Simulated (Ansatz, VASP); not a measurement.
**One calculation of Se, two programs**

The input INCAR:

```
SYSTEM = Se
  ALGO = Normal
  EDIFF = 1E-6
  ENCUT = 520
  GGA = PE
  ISIF = 2
  ISMEAR = -1
  LASPH = .TRUE.
  LCHARG = .FALSE.
  LREAL = .FALSE.
  LWAVE = .FALSE.
  NBANDS = 27
  NELM = 60
  PREC = Accurate
  SIGMA = 0.01
```

The input KPOINTS:

```
k-points
0
G
  6 6 6
  0 0 0
```

Contents of POSCAR:

```
Se
1.0
    5.6241898633      3.2471275315      1.4763300000
   -5.6241898633      3.2471275315      1.4763300000
    0.0000000000     -6.4942550631      1.4763300000
Se
6
Direct
    0.2806600000      0.1625100000      0.9181800000
    0.9181800000      0.2806600000      0.1625100000
    0.1625100000      0.9181800000      0.2806600000
    0.7193400000      0.8374900000      0.0818200000
    0.0818200000      0.7193400000      0.8374900000
    0.8374900000      0.0818200000      0.7193400000
```

Input for Ansatz:

```yaml
crystal:
  lattice:
    - [5.6241898633, 3.2471275315, 1.47633]
    - [-5.6241898633, 3.2471275315, 1.47633]
    - [0.0, -6.4942550631, 1.47633]
  atoms:
    - { symbol: Se, position: [0.28066, 0.16251, 0.91818] }
    - { symbol: Se, position: [0.91818, 0.28066, 0.16251] }
    - { symbol: Se, position: [0.16251, 0.91818, 0.28066] }
    - { symbol: Se, position: [0.71934, 0.83749, 0.08182] }
    - { symbol: Se, position: [0.08182, 0.71934, 0.83749] }
    - { symbol: Se, position: [0.83749, 0.08182, 0.71934] }
kpoints:
  mp_grid: { grid: [6, 6, 6] }
  band_path:
    path:
      - [0.0, 0.0, 0.0]
      - [0.5, 0.0, 0.0]
      - [0.5, -0.5, 0.5]
      - [0.2011188657, -0.7988811343, 0.2011188657]
      - [0.2011188657, 0.2011188657, 0.2011188657]
      - [0.0, 0.0, 0.0]
      - [0.5, -0.5, 0.0]
    npoints: 5
scf:
  occupations: { method: fermi_dirac, width: 0.01 }
hamiltonian:
  xc: pbe
  pseudopotentials: { kind: all_electron, lapw: { basis_error: 0.001 } }
output:
  forces: true
  stress: true
  eigenvalues: true
```

Change from the starting cell: equal xx and yy strain of -1 %.

Alike in both runs: task single point; functional PBE; k mesh 6 × 6 × 6; occupations fermi-dirac, width 0.01 eV; no spin polarisation.

```csv
,VASP,Ansatz
version,VASP 6.6.1,Ansatz 0.2.0
potentials or method,"VASP PAW PBE potentials, release 64 (Se), cutoff 520 eV","all-electron LAPW, scalar-relativistic"
```

Ansatz gave:

| Item | Value |
| --- | --- |
| gap on the k mesh at the Fermi level (eV) | 1.31 |
| pressure (GPa) | 4.1 |
| traceless stress, the component that is largest in VASP (GPa) | -0.91 |
| rms of the force components (eV/Å) | 0.432 |

Question: What did VASP give for the same quantities?

Answer: gap on the k mesh at the Fermi level (eV): 1.30; pressure (GPa): 4.3; traceless stress, the component that is largest in VASP (GPa): -0.97; rms of the force components (eV/Å): 0.460.

Atom by atom the forces differ by 0.028 eV/Å (rms over components). Ansatz ran all-electron here, and VASP with PAW potentials.
